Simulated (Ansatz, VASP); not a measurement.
**MgS: VASP beside Ansatz**

```
Mg S
1.0
     0.00000    2.56485    2.56485
     2.56485    0.00000    2.56485
     2.56485    2.56485    0.00000
Mg S
1 1
Direct
  0.00000 0.00000 0.00000
  0.50000 0.50000 0.50000
```

Alike in both runs: functional LDA; k mesh 8 × 8 × 8; occupations gaussian, width 0.02 eV; no spin polarisation.

Ansatz relaxed the structure, and its values are those at the end. VASP's run is a single point on that final structure, the one shown.

```csv
,VASP,Ansatz
version,VASP 6.6.1,Ansatz 0.2.0
potentials or method,"VASP PAW LDA potentials, release 64 (Mg, S), cutoff 600 eV","scalar-relativistic, plane waves, PAW"
valence electrons in the cell,8,16
```

Ansatz gave:

- gap on the k mesh at the Fermi level (eV): 2.65
- least direct gap on the mesh (eV): 3.82
- pressure (GPa): 0.0

Estimate VASP's values.

gap on the k mesh at the Fermi level (eV): 2.65; least direct gap on the mesh (eV): 3.84; pressure (GPa): -0.6.

Ansatz warns that its potentials were made for another functional, while VASP's fit it. LDA's correlation is that of Perdew and Zunger in VASP and of Perdew and Wang (1992) in Ansatz. VASP's potentials hold 8 valence electrons a cell and Ansatz's 16, so a difference there can come from the potentials and not from the codes.
